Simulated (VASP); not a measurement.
# Zn (Fm-3m) in VASP: notebook, part 2 of 2

VASP 6.6.1.

**3. Single point, r2SCAN**

This run uses another cell than the first one, of 15.17 Å³/atom, 1.042 times its volume.

POSCAR

```
Zn
1.0
    0.0000000000      1.9647760000      1.9647760000
    1.9647760000      0.0000000000      1.9647760000
    1.9647760000      1.9647760000      0.0000000000
Zn
1
Direct
    0.0000000000      0.0000000000      0.0000000000
```

INCAR.step1

```
SYSTEM = Zn
PREC = Accurate
ENCUT = 520
ISMEAR = 1
SIGMA = 0.1
LREAL = .FALSE.
LASPH = .TRUE.
NELM = 80
NBANDS = 12
GGA = PE
ALGO = Normal
EDIFF = 1E-4
LWAVE = .TRUE.
LCHARG = .FALSE.
```

INCAR.step2

```
SYSTEM = Zn
PREC = Accurate
ENCUT = 520
EDIFF = 1E-6
ISMEAR = 1
SIGMA = 0.1
LREAL = .FALSE.
LASPH = .TRUE.
NELM = 80
ALGO = Normal
ISIF = 2
LWAVE = .FALSE.
LCHARG = .FALSE.
METAGGA = R2SCAN
LMIXTAU = .TRUE.
NBANDS = 12
ISTART = 1
```

KPOINTS

```
regular mesh
0
G
  10 10 10
  0 0 0
```

Potentials or basis: VASP PAW PBE potentials, release 64 (Zn).

The run is started by

```console
$ cat potpaw_PBE.64/Zn/POTCAR > POTCAR
$ cp INCAR.step1 INCAR
$ mpirun -np 1 vasp_std > vasp.out
$ cp INCAR.step2 INCAR
$ mpirun -np 1 vasp_std > vasp.out
```

OUTCAR:

```text
SYSTEM = Zn
   PREC = Accurate
   ENCUT = 520
   EDIFF = 1E-6
   ISMEAR = 1
   LREAL = .FALSE.
   LASPH = .TRUE.
   NELM = 80
   ISIF = 2
   METAGGA = R2SCAN
   ISTART = 1

 ion  position               nearest neighbor table
   1  0.000  0.000  0.000-

  LATTYP: Found a face centered cubic cell.
 ALAT       =     3.9295520000

  Lattice vectors:

 A1 = (   0.0000000000,   1.9647760000,   1.9647760000)
 A2 = (   1.9647760000,   0.0000000000,   1.9647760000)
 A3 = (   1.9647760000,   1.9647760000,   0.0000000000)

Analysis of symmetry for initial positions (statically):
[... 530 lines left out ...]
      5      -4.3311      2.00000
      6      -1.9655      2.00000
      7      10.5142      0.00000
      8      11.0615      0.00000
      9      13.3236      0.00000
     10      16.7753      0.00000
     11      19.7222      0.00000
     12      34.7777      0.00000

 [... further k-points ...]
[... 5 lines left out ...]
  --------------------------------------------------------------------------------------
  -------------------------------------------------------------------------------------
  Total       -0.4170277     -0.4170277     -0.4170277      0.0000000     -0.0000000      0.0000000
  in kB      -44.0459908    -44.0459908    -44.0459908      0.0000000     -0.0000000      0.0000000
  external PRESSURE =     -44.0459908 kB  Pullay stress =       0.0000000 kB

 VOLUME and BASIS-vectors are now :
 -----------------------------------------------------------------------------
  energy-cutoff  :      520.00
  volume of cell :       15.17
      direct lattice vectors                 reciprocal lattice vectors
     0.000000000  1.964776000  1.964776000    -0.254481936  0.254481936  0.254481936
     1.964776000  0.000000000  1.964776000     0.254481936 -0.254481936  0.254481936
     1.964776000  1.964776000  0.000000000     0.254481936  0.254481936 -0.254481936

 POSITION                                       TOTAL-FORCE (eV/Angst)
 -----------------------------------------------------------------------------------
      0.00000      0.00000      0.00000         0.000000      0.000000      0.000000
 -----------------------------------------------------------------------------------
    total drift:                               -0.000000     -0.000000     -0.000000

  FREE ENERGIE OF THE ION-ELECTRON SYSTEM (eV)
  ---------------------------------------------------
  free  energy   TOTEN  =        -8.8573941189 eV

  energy  without entropy=       -8.8561125523  energy(sigma->0) =       -8.85696693
```

OSZICAR.step1:

```text
N       E                     dE             d eps       ncg     rms          rms(c)
DAV:   1     0.426993736893E+02    0.42699E+02   -0.64829E+03  1144   0.157E+03
DAV:   2    -0.222916870393E-02   -0.42702E+02   -0.40563E+02  1164   0.221E+02
DAV:   3    -0.118112908283E+01   -0.11789E+01   -0.11778E+01  1352   0.368E+01
DAV:   4    -0.118343469242E+01   -0.23056E-02   -0.23055E-02  1280   0.160E+00
DAV:   5    -0.118343643705E+01   -0.17446E-05   -0.17446E-05  1040   0.427E-02    0.279E+00
DAV:   6    -0.109085490284E+01    0.92582E-01   -0.49864E-01  1372   0.142E+01    0.214E+00
DAV:   7    -0.108616314265E+01    0.46918E-02   -0.94152E-03  1248   0.190E+00    0.108E+00
DAV:   8    -0.108408388901E+01    0.20793E-02   -0.11177E-03  1340   0.478E-01    0.374E-02
DAV:   9    -0.108409088384E+01   -0.69948E-05   -0.83958E-05   896   0.135E-01
   1 F= -.10840909E+01 E0= -.10839591E+01  d E =-.395326E-03
```

Run time: 1.9 min. Hardware: 1 thread of AMD EPYC 7R13, shared host; peak memory 0.11 GiB.

What came out:

```
Free energy            : -8.8574 eV
Pressure               : -4.4 GPa
Band gap on the k mesh : zero (band 6 reaches 4.13 eV, above the bottom of band 7 at 1.59 eV)
```

Levels at points of the mesh, in eV from the Fermi level:
```tsv
k point	band 4	band 5	band 6	band 7	band 8	band 9
(0.00, 0.00, 0.00)	-8.08	-7.69	-7.69	19.22	19.22	19.22
(0.50, 0.00, 0.00)	-7.41	-7.41	-3.22	-1.50	16.03	16.03
(0.50, 0.50, 0.00)	-7.33	-7.33	-1.24	1.80	8.81	8.81
```

Caveat: the PAW data sets were made with another functional, which shifts forces and pressure a little.

**4. Single point, r2SCAN**

This run uses another cell than the first one, of 15.78 Å³/atom, 1.083 times its volume.

POSCAR

```
Zn
1.0
    0.0000000000      1.9906312808      1.9906312808
    1.9906312808      0.0000000000      1.9906312808
    1.9906312808      1.9906312808      0.0000000000
Zn
1
Direct
    0.0000000000      0.0000000000      0.0000000000
```

INCAR.step1

```
SYSTEM = Zn
PREC = Accurate
ENCUT = 520
ISMEAR = 1
SIGMA = 0.1
LREAL = .False.
LASPH = .True.
NELM = 100
NBANDS = 12
GGA = PE
ALGO = Normal
EDIFF = 1E-4
LWAVE = .True.
LCHARG = .False.
```

INCAR.step2

```
SYSTEM = Zn
PREC = Accurate
ENCUT = 520
EDIFF = 1E-7
ISMEAR = 1
SIGMA = 0.1
LREAL = .False.
LASPH = .True.
NELM = 100
ALGO = Normal
ISIF = 2
LWAVE = .False.
LCHARG = .False.
METAGGA = R2SCAN
LMIXTAU = .True.
NBANDS = 12
ISTART = 1
```

KPOINTS

```
Automatic mesh
0
Gamma
  10 10 10
  0 0 0
```

Potentials or basis: VASP PAW PBE potentials, release 64 (Zn).

The run is started by

```console
$ cat potpaw_PBE.64/Zn/POTCAR > POTCAR
$ cp INCAR.step1 INCAR
$ mpirun -np 1 vasp_std > vasp.out
$ cp INCAR.step2 INCAR
$ mpirun -np 1 vasp_std > vasp.out
```

OUTCAR:

```text
SYSTEM = Zn
   PREC = Accurate
   ENCUT = 520
   EDIFF = 1E-7
   ISMEAR = 1
   LREAL = .False.
   LASPH = .True.
   NELM = 100
   ISIF = 2
   METAGGA = R2SCAN
   ISTART = 1

 ion  position               nearest neighbor table
   1  0.000  0.000  0.000-

  LATTYP: Found a face centered cubic cell.
 ALAT       =     3.9812625616

  Lattice vectors:

 A1 = (   0.0000000000,   1.9906312808,   1.9906312808)
 A2 = (   1.9906312808,   0.0000000000,   1.9906312808)
 A3 = (   1.9906312808,   1.9906312808,   0.0000000000)

Analysis of symmetry for initial positions (statically):
=====================================================================
 Subroutine PRICEL returns:
 Original cell was already a primitive cell.

 Routine SETGRP: Setting up the symmetry group for a
 face centered cubic supercell.

 Subroutine GETGRP returns: Found 48 space group operations
 (whereof 48 operations were pure point group operations)
 out of a pool of 48 trial point group operations.

The static configuration has the point symmetry O_h .

Analysis of symmetry for dynamics (positions and initial velocities):
=====================================================================
[... 161 lines left out ...]
 fundamental gap:      0.1921093183
 Fermi energy:         2.8419789268

 k-point     1 :       0.0000    0.0000    0.0000
  band No.  band energies     occupation
      1      -7.8291      2.00000
      2      -5.1587      2.00000
      3      -5.1587      2.00000
      4      -5.1587      2.00000
      5      -4.8009      2.00000
      6      -4.8009      2.00000
      7      21.4727      0.00000
      8      21.4727      0.00000
      9      21.4727      0.00000
     10      22.0900      0.00000
     11      24.0221      0.00000
     12      24.0222      0.00000
[... 331 lines left out ...]
 k-point    24 :       0.4000    0.3000    0.0000
  band No.  band energies     occupation
      1      -5.6456      2.00000
      2      -5.5793      2.00000
      3      -4.7331      2.00000
      4      -4.7138      2.00000
      5      -4.5475      2.00000
      6      -2.1127      2.00000
      7      10.0144      0.00000
      8      10.5962      0.00000
      9      12.7956      0.00000
     10      16.1899      0.00000
     11      19.0148      0.00000
     12      33.7514      0.00000

 [... further k-points ...]
[... 5 lines left out ...]
  --------------------------------------------------------------------------------------
  -------------------------------------------------------------------------------------
  Total       -0.6507128     -0.6507128     -0.6507128     -0.0000000      0.0000000     -0.0000000
  in kB      -66.0841713    -66.0841713    -66.0841713     -0.0000000      0.0000000     -0.0000000
  external PRESSURE =     -66.0841713 kB  Pullay stress =       0.0000000 kB

 VOLUME and BASIS-vectors are now :
 -----------------------------------------------------------------------------
  energy-cutoff  :      520.00
  volume of cell :       15.78
      direct lattice vectors                 reciprocal lattice vectors
     0.000000000  1.990631281  1.990631281    -0.251176602  0.251176602  0.251176602
     1.990631281  0.000000000  1.990631281     0.251176602 -0.251176602  0.251176602
     1.990631281  1.990631281  0.000000000     0.251176602  0.251176602 -0.251176602

 POSITION                                       TOTAL-FORCE (eV/Angst)
 -----------------------------------------------------------------------------------
      0.00000      0.00000      0.00000         0.000000      0.000000     -0.000000
 -----------------------------------------------------------------------------------
    total drift:                               -0.000000      0.000000      0.000000

  FREE ENERGIE OF THE ION-ELECTRON SYSTEM (eV)
  ---------------------------------------------------
  free  energy   TOTEN  =        -8.8356755146 eV

  energy  without entropy=       -8.8349954083  energy(sigma->0) =       -8.83544881
```

Run time: 2.6 min. Hardware: 1 thread of AMD EPYC 7R13, shared host; peak memory 0.11 GiB.

Results:

```
Free energy            : -8.8357 eV
Pressure               : -6.6 GPa
Band gap on the k mesh : zero (band 6 reaches 3.87 eV, above the bottom of band 7 at 1.26 eV)
```

Levels at points of the mesh, in eV from the Fermi level:
| k point | band 3 | band 4 | band 5 | band 6 | band 7 | band 8 | band 9 | band 10 |
| --- | --- | --- | --- | --- | --- | --- | --- | --- |
| (0.00, 0.00, 0.00) | -8.00 | -8.00 | -7.64 | -7.64 | 18.63 | 18.63 | 18.63 | 19.25 |
| (0.50, 0.00, 0.00) | -8.01 | -7.37 | -7.37 | -3.07 | -1.58 | 15.53 | 15.53 | 17.92 |
| (0.50, 0.50, 0.00) | -7.39 | -7.31 | -7.31 | -1.17 | 1.64 | 8.58 | 8.58 | 11.95 |

Caveat: the PAW data sets were made with another functional, which shifts forces and pressure a little.

**5. Summary**

```tsv
cell	gap on the mesh (eV)	pressure (GPa)
a = 2.741 Å, angles 60.0°, 1 atom	none	-1.7
a = 2.779 Å, angles 60.0°, 1 atom	none	-4.4
a = 2.815 Å, angles 60.0°, 1 atom	none	-6.6
```

Alike in all rows: task single point; level r2SCAN; potentials or basis VASP PAW PBE potentials, release 64 (Zn); no spin polarisation; k mesh 10 × 10 × 10; cutoff (eV) 520; smearing methfessel-paxton 0.1 eV.

Caveats: the PAW data sets were made with another functional, which shifts forces and pressure a little.

Absolute energies hang on the potentials; compare differences alone.
